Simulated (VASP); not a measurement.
# GaCuSe2 (I-42d) in VASP: single point with PBEsol

Aim: the single point of GaCuSe2 with PBEsol.

Program: VASP 6.6.1. These are calculated values, not measurements. Logs are shortened: lines on timing, memory, paths and dates and some standing lists are left out, and cuts for length are marked.

**Measured values to compare with.**

“Growth and anisotropy of transport properties of CuGaSe2 single crystals”, 2018, pmc:6251020 reports, for a bulk crystal of GaCuSe2: band gap 1.72 eV.

The runs below are set against these values where they give the same quantity.

## 1. The cell of the first run

It takes space group I-42d (No. 122, tetragonal). Conventional cell: a = 5.619 Å, b = 5.619 Å, c = 11.026 Å, α = 90.00°, β = 90.00°, γ = 90.00°. Ga (site symmetry -4) has 4 Se at 2.42 Å within 3.2 Å. Within 3.2 Å of Cu (site symmetry -4) lie 4 Se at 2.42 Å. Se (site symmetry 2) has 2 Ga at 2.42 Å and 2 Cu at 2.42 Å within 3.2 Å.

## 2. Single point, PBEsol

Input file INCAR:

```
SYSTEM = GaCuSe2
PREC = Accurate
ENCUT = 520
EDIFF = 1E-7
ISMEAR = 0
SIGMA = 0.1
LREAL = .False.
LASPH = .True.
NELM = 80
ALGO = Normal
ISIF = 2
LWAVE = .False.
LCHARG = .False.
GGA = PS
NBANDS = 46
```

Input file KPOINTS:

```
Automatic mesh
0
Gamma
  4 4 4
  0 0 0
```

Input file POSCAR:

```
GaCuSe2
1.0
   -2.8095500000      2.8095500000      5.5130000000
    2.8095500000     -2.8095500000      5.5130000000
    2.8095500000      2.8095500000     -5.5130000000
Ga Cu Se
2 2 4
Direct
    0.5000000000      0.5000000000      0.0000000000
    0.2500000000      0.7500000000      0.5000000000
    0.0000000000      0.0000000000      0.0000000000
    0.7500000000      0.2500000000      0.5000000000
    0.3750000000      0.3756200000      0.5006200000
    0.6243800000      0.1250000000      0.9993800000
    0.8750000000      0.8743800000      0.4993800000
    0.1256200000      0.6250000000      0.0006200000
```

Potentials or basis: VASP PAW PBE potentials, release 64 (Ga_d, Cu, Se).

The run is started by

```sh
$ cat potpaw_PBE.64/Ga_d/POTCAR potpaw_PBE.64/Cu/POTCAR potpaw_PBE.64/Se/POTCAR > POTCAR
$ mpirun -np 1 vasp_std > vasp.out
```

OUTCAR:

```text
SYSTEM = GaCuSe2
   PREC = Accurate
   ENCUT = 520
   EDIFF = 1E-7
   ISMEAR = 0
   LREAL = .False.
   LASPH = .True.
   NELM = 80
   ISIF = 2
   GGA = PS

 ion  position               nearest neighbor table
   1  0.500  0.500  0.000-   7 2.42   8 2.42   5 2.42   6 2.42
   2  0.250  0.750  0.500-   5 2.42   6 2.42   8 2.42   7 2.42
   3  0.000  0.000  0.000-   6 2.42   8 2.42   7 2.42   5 2.42
   4  0.750  0.250  0.500-   5 2.42   7 2.42   6 2.42   8 2.42
   5  0.375  0.376  0.501-   2 2.42   1 2.42   4 2.42   3 2.42
   6  0.624  0.125  0.999-   2 2.42   1 2.42   4 2.42   3 2.42
   7  0.875  0.874  0.499-   1 2.42   2 2.42   3 2.42   4 2.42
   8  0.126  0.625  0.001-   1 2.42   2 2.42   3 2.42   4 2.42

  LATTYP: Found a body centered tetragonal cell.
 ALAT       =     5.6191000000
 C/A-ratio  =     1.9622359453

  Lattice vectors:

 A1 = (  -2.8095500000,   2.8095500000,   5.5130000000)
 A2 = (   2.8095500000,  -2.8095500000,   5.5130000000)
 A3 = (   2.8095500000,   2.8095500000,  -5.5130000000)

Analysis of symmetry for initial positions (statically):
=====================================================================
 Subroutine PRICEL returns:
 Original cell was already a primitive cell.

 Routine SETGRP: Setting up the symmetry group for a
 body centered tetragonal supercell.

 Subroutine GETGRP returns: Found  8 space group operations
 (whereof  4 operations were pure point group operations)
 out of a pool of 16 trial point group operations.

The static configuration has the point symmetry S_4 .
 The point group associated with its full space group is D_2d.

Analysis of symmetry for dynamics (positions and initial velocities):
=====================================================================
 Subroutine PRICEL returns:
 Original cell was already a primitive cell.

 Routine SETGRP: Setting up the symmetry group for a
 body centered tetragonal supercell.

 Subroutine GETGRP returns: Found  8 space group operations
 (whereof  4 operations were pure point group operations)
 out of a pool of 16 trial point group operations.

The dynamic configuration has the point symmetry S_4 .
 The point group associated with its full space group is D_2d.

 Subroutine INISYM returns: Found  8 space group operations
 (whereof  4 operations are pure point group operations),
 and found     1 'primitive' translations

----------------------------------------------------------------------------------------

                                     Primitive cell

  volume of cell :     174.0690

  direct lattice vectors                    reciprocal lattice vectors
    -2.809550000  2.809550000  5.513000000     0.000000000  0.177964443  0.090694722
     2.809550000 -2.809550000  5.513000000     0.177964443  0.000000000  0.090694722
     2.809550000  2.809550000 -5.513000000     0.177964443  0.177964443  0.000000000

  length of vectors
     6.795609715  6.795609715  6.795609715     0.199742022  0.199742022  0.251679728

  position of ions in fractional coordinates (direct lattice)
     0.500000000  0.500000000  0.000000000
     0.250000000  0.750000000  0.500000000
     0.000000000  0.000000000  0.000000000
     0.750000000  0.250000000  0.500000000
     0.375000000  0.375620000  0.500620000
     0.624380000  0.125000000  0.999380000
     0.875000000  0.874380000  0.499380000
     0.125620000  0.625000000  0.000620000

  ion indices of the primitive-cell ions
   primitive index   ion index
                 1           1
                 2           2
                 3           3
                 4           4
                 5           5
                 6           6
                 7           7
                 8           8

----------------------------------------------------------------------------------------

 KPOINTS: Automatic mesh

Automatic generation of k-mesh.
 Grid dimensions read from file:
 generate k-points for:    4    4    4

 Generating k-lattice:

  Cartesian coordinates                     Fractional coordinates (reciprocal lattice)
     0.000000000  0.044491111  0.022673680     0.250000000  0.000000000  0.000000000
     0.044491111  0.000000000  0.022673680     0.000000000  0.250000000  0.000000000
     0.044491111  0.044491111  0.000000000     0.000000000  0.000000000  0.250000000

  Length of vectors
     0.049935506  0.049935506  0.062919932

  Shift w.r.t. Gamma in fractional coordinates (k-lattice)
     0.000000000  0.000000000  0.000000000

 Subroutine IBZKPT returns following result:
 ===========================================

 Found     13 irreducible k-points:

 Following reciprocal coordinates:
            Coordinates               Weight
  0.000000  0.000000  0.000000      1.000000
  0.250000  0.000000  0.000000      8.000000
  0.500000  0.000000  0.000000      4.000000
  0.250000  0.250000  0.000000      8.000000
  0.500000  0.250000  0.000000     16.000000
 -0.250000  0.250000  0.000000      4.000000
  0.500000  0.500000  0.000000      2.000000
  0.250000  0.250000  0.250000      2.000000
 -0.250000  0.250000  0.250000      4.000000
  0.500000  0.500000  0.250000      4.000000
 -0.250000  0.500000  0.250000      8.000000
 -0.250000 -0.250000  0.250000      2.000000
  0.500000  0.500000  0.500000      1.000000
   k-points           NKPTS =     13   k-points in BZ     NKDIM =     13   number of bands    NBANDS=     46
   number of dos      NEDOS =    301   number of ions     NIONS =      8
   total plane-waves  NPLWV = 157464
   dimension x,y,z NGX =    54 NGY =   54 NGZ =   54
   dimension x,y,z NGXF=   108 NGYF=  108 NGZF=  108
   ions per type =               2   2   4
   NGX,Y,Z   is equivalent  to a cutoff of  13.21, 13.21, 13.21 a.u.
   NGXF,Y,Z  is equivalent  to a cutoff of  26.42, 26.42, 26.42 a.u.
 SYSTEM =  GaCuSe2
   PREC   = accura    normal or accurate (medium, high low for compatibility)
   ISTART =      0    job   : 0-new  1-cont  2-samecut
   ICHARG =      2    charge: 1-file 2-atom 10-const
   ISPIN  =      1    spin polarized calculation?
   LNONCOLLINEAR =      F non collinear calculations
   LSORBIT =      F    spin-orbit coupling
   LASPH  =      T    aspherical Exc in radial PAW
   ENCUT  =  520.0 eV  38.22 Ry    6.18 a.u.  12.64 12.64 12.64*2*pi/ulx,y,z
   NELM   =     80;   NELMIN=  2; NELMDL= -5     # of ELM steps
   EDIFF  = 0.1E-06   stopping-criterion for ELM
   LREAL  =      F    real-space projection
   EDIFFG = 0.1E-05   stopping-criterion for IOM
   NSW    =      0    number of steps for IOM
   IBRION =     -1    ionic relax: 0-MD 1-quasi-New 2-CG
   NFREE  =      0    steps in history (QN), initial steepest desc. (CG)
   ISIF   =      2    stress and relaxation
   ISYM   =      2    0-nonsym 1-usesym 2-fastsym
   POTIM  = 0.5000    time-step for ionic-motion
   TEBEG  =    0.0;   TEEND  =   0.0 temperature during run
   PSTRESS=    0.0 pullay stress
   NELECT =      72.0000    total number of electrons
   NUPDOWN=      -1.0000    fix difference up-down
   EMIN   =  10.00;   EMAX   =-10.00  energy-range for DOS
   EFERMI =   0.00;   METHOD = LEGACY
   ISMEAR =     0;   SIGMA  =   0.10  broadening in eV -4-tet -1-fermi 0-gaus
   EFERMI_NEDOS =   21; number of points for ismear=-14 and -15
   IALGO  =     38    algorithm
   IMIX   =      4    mixing-type and parameters
     AMIX     =   0.40;   BMIX     =  1.00
     AMIX_MAG =   1.60;   BMIX_MAG =  1.00
  volume/ion in A,a.u.               =      21.76       146.83
  Fermi-wavevector in a.u.,A,eV,Ry     =   1.219772  2.305034 20.243327  1.487843
  Thomas-Fermi vector in A             =   2.355012
   LORBIT       =      0    0 simple, 1 ext, 2 COOP (PROOUT), +10 PAW based schemes
   GGA     = PS    functional components
   LHFCALC =     F    Hartree Fock is set to
   AEXX    =    0.0000 exact exchange contribution
   IVDW    =     0    specifies the selected vdW correction
   LEPSILON=     F    determine dielectric tensor
   LRPA    =     F    only Hartree local field effects (RPA)
 non-spin polarized calculation
 Gauss-broadening in eV      SIGMA  =   0.10
  energy-cutoff  :      520.00
  volume of cell :      174.07
 maximum number of plane-waves:      4733
 NGX is ok and might be reduce to    54
   NGX = 25   NGY = 25   NGZ = 25

 number of electron      72.0000027 magnetization

 Free energy of the ion-electron system (eV)
  ---------------------------------------------------
  ext. energy  EPLUGINS =         0.00000000
  ---------------------------------------------------
  free energy    TOTEN  =       -34.35531438 eV

  energy without entropy =      -34.35452061  energy(sigma->0) =      -34.35491750

 E-fermi :   3.9780     XC(G=0):  -9.8338

 val. band max:        3.8871763691   @ k =   0.0000   0.0000   0.0000
 cond. band min:       4.0679927764   @ k =   0.0000   0.0000   0.0000
 fundamental gap:      0.1808164073
 Fermi energy:         3.9779943715

 k-point     1 :       0.0000    0.0000    0.0000
  band No.  band energies     occupation
      1     -11.6366      2.00000
      2     -11.6366      2.00000
      3     -11.6359      2.00000
      4     -11.4739      2.00000
      5     -11.4591      2.00000
      6     -11.4591      2.00000
[... 38 lines left out ...]
     45       8.6478      0.00000
     46       8.9508      0.00000

 k-point     2 :       0.2500    0.0000    0.0000
  band No.  band energies     occupation
      1     -11.6463      2.00000
      2     -11.6387      2.00000
      3     -11.6255      2.00000
      4     -11.4963      2.00000
      5     -11.4693      2.00000
      6     -11.4568      2.00000
[... 38 lines left out ...]
     45       9.0341      0.00000
     46       9.5188      0.00000

 k-point     3 :       0.5000    0.0000    0.0000
  band No.  band energies     occupation
      1     -11.6538      2.00000
      2     -11.6425      2.00000
      3     -11.6111      2.00000
      4     -11.5243      2.00000
      5     -11.4710      2.00000
      6     -11.4550      2.00000
[... 38 lines left out ...]
     45       9.3521      0.00000
     46       9.3671      0.00000

 k-point     4 :       0.2500    0.2500    0.0000
  band No.  band energies     occupation
      1     -11.6507      2.00000
      2     -11.6448      2.00000
      3     -11.6084      2.00000
      4     -11.5272      2.00000
      5     -11.4665      2.00000
      6     -11.4596      2.00000
[... 381 lines left out ...]
     45       9.4700      0.00000
     46       9.5804      0.00000

 k-point    12 :      -0.2500   -0.2500    0.2500
  band No.  band energies     occupation
      1     -11.6384      2.00000
      2     -11.6384      2.00000
      3     -11.6222      2.00000
      4     -11.5171      2.00000
      5     -11.4547      2.00000
      6     -11.4547      2.00000
[... 38 lines left out ...]
     45       9.1554      0.00000
     46       9.1554      0.00000

 k-point    13 :       0.5000    0.5000    0.5000
  band No.  band energies     occupation
      1     -11.6402      2.00000
      2     -11.6402      2.00000
      3     -11.5811      2.00000
      4     -11.5811      2.00000
      5     -11.4504      2.00000
      6     -11.4504      2.00000
[... 38 lines left out ...]
     45      10.5785      0.00000
     46      10.5799      0.00000

------------------------ aborting loop because EDIFF is reached ----------------------------------------

  FORCE on cell =-STRESS in cart. coord.  units (eV):
  Direction    XX          YY          ZZ          XY          YZ          ZX
  --------------------------------------------------------------------------------------
  -------------------------------------------------------------------------------------
  Total       -0.6361808     -0.6361808     -0.3988938      0.0000000      0.0000000      0.0000000
  in kB       -5.8555764     -5.8555764     -3.6715238      0.0000000      0.0000000      0.0000000
  external PRESSURE =      -5.1275588 kB  Pullay stress =       0.0000000 kB

 VOLUME and BASIS-vectors are now :
 -----------------------------------------------------------------------------
  energy-cutoff  :      520.00
  volume of cell :      174.07
      direct lattice vectors                 reciprocal lattice vectors
    -2.809550000  2.809550000  5.513000000     0.000000000  0.177964443  0.090694722
     2.809550000 -2.809550000  5.513000000     0.177964443  0.000000000  0.090694722
     2.809550000  2.809550000 -5.513000000     0.177964443  0.177964443  0.000000000

 POSITION                                       TOTAL-FORCE (eV/Angst)
 -----------------------------------------------------------------------------------
      0.00000      0.00000      5.51300         0.000000     -0.000000     -0.000000
      2.80955     -0.00000      2.75650         0.000000     -0.000000     -0.000000
      0.00000      0.00000      0.00000         0.000000     -0.000000      0.000000
     -0.00000      2.80955      2.75650         0.000000     -0.000000     -0.000000
      1.40826      1.40478      1.37825        -0.405366     -0.000000     -0.000000
      1.40477      4.21084     -1.37825         0.000000      0.405366     -0.000000
      1.40129      1.40477      6.89125         0.405366     -0.000000     -0.000000
      1.40478     -1.40129      4.13475         0.000000     -0.405366     -0.000000
 -----------------------------------------------------------------------------------
    total drift:                                0.000001      0.000001     -0.000001

  FREE ENERGIE OF THE ION-ELECTRON SYSTEM (eV)
  ---------------------------------------------------
  free  energy   TOTEN  =       -34.3553143840 eV

  energy  without entropy=      -34.3545206063  energy(sigma->0) =      -34.35491750
```

It took 2.4 min on 1 thread of Intel Xeon 6975P-C (Granite Rapids), shared host; peak memory 0.44 GiB.

What came out:

| Quantity | Value |
| --- | --- |
| Free energy | -34.3553 eV |
| Pressure | -0.5 GPa |
| Largest force | 0.405 eV/Å |
| Band gap on the k mesh | 0.18 eV |

Forces in eV/Å, atoms in the order of the input:
```
Ga   0.000  0.000  0.000
Ga   0.000  0.000  0.000
Cu   0.000  0.000  0.000
Cu   0.000  0.000  0.000
Se  -0.405  0.000  0.000
Se   0.000  0.405  0.000
Se   0.405  0.000  0.000
Se   0.000 -0.405  0.000
```

Stress tensor (GPa, compression positive):
```
-0.59  0.00  0.00
 0.00 -0.59  0.00
 0.00  0.00 -0.37
```

Levels at points of the mesh, in eV from the valence-band top:
| k point | band 33 | band 34 | band 35 | band 36 | band 37 | band 38 | band 39 | band 40 |
| --- | --- | --- | --- | --- | --- | --- | --- | --- |
| (0.00, 0.00, 0.00) | -1.57 | -0.13 | -0.13 | 0.00 | 0.18 | 1.81 | 2.24 | 3.96 |
| (0.50, 0.00, 0.00) | -1.36 | -1.25 | -1.12 | -0.57 | 2.20 | 2.57 | 3.17 | 4.09 |
| (0.50, 0.50, 0.00) | -0.83 | -0.83 | -0.51 | -0.51 | 1.15 | 1.15 | 3.28 | 3.28 |
| (0.50, 0.50, 0.50) | -1.25 | -1.25 | -0.93 | -0.93 | 1.84 | 1.84 | 1.87 | 1.87 |

Caveat: semilocal functionals underestimate gaps, and a narrow one can read as zero; the PAW data sets were made with another functional, which shifts forces and pressure a little.

## 3. How close it comes

Step 2. A measured gap of GaCuSe2 is 1.72 eV (“Growth and anisotropy of transport properties of CuGaSe2 single crystals”, 2018, pmc:6251020); the calculated 0.18 eV misses it by -1.54 eV. So large a miss can be the level of theory's own, or it may mean another phase, state or a wrong row. 2 values of this kind are on record in papers (1.7 to 1.72 eV); this one was drawn at random among those near their median. Spin-orbit coupling on Ga, Se is left out. The value is that of PBEsol, without temperature or zero-point motion. Semilocal functionals fall short of measured gaps as a rule.
